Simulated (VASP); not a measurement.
The system is SrO.

```
Sr O
1.0
     0.00000    2.53162    2.53162
     2.53162    0.00000    2.53162
     2.53162    2.53162    0.00000
Sr O
1 1
Direct
  0.50000 0.50000 0.50000
  0.00000 0.00000 0.00000
```

Base run:

* Program: VASP 6.6.1
* Functional: r2SCAN
* Dispersion: rVV10
* Potentials or basis: VASP PAW PBE potentials, release 64 (Sr_sv, O)
* Cutoff: 520 eV
* k mesh: 9 × 9 × 9
* Occupations: fermi-dirac, width 0.05 eV
* Spin: no spin polarisation

Its results: band gap on the k mesh 3.73 eV, indirect (least direct gap 3.79 eV); pressure 5.7 GPa.

Problem. The run is repeated on the same cell with these changes: functional from r2SCAN to revPBE; dispersion from rVV10 to D3(BJ). What comes out?

Solution. Band gap on the k mesh 3.38 eV, indirect (least direct gap 3.44 eV); pressure 6.0 GPa.

Several settings changed at once, so the effect can't be laid on one alone.

Caveats: the PAW data sets were made with another functional, which shifts forces and pressure a little.

A k mesh can miss the band edges.
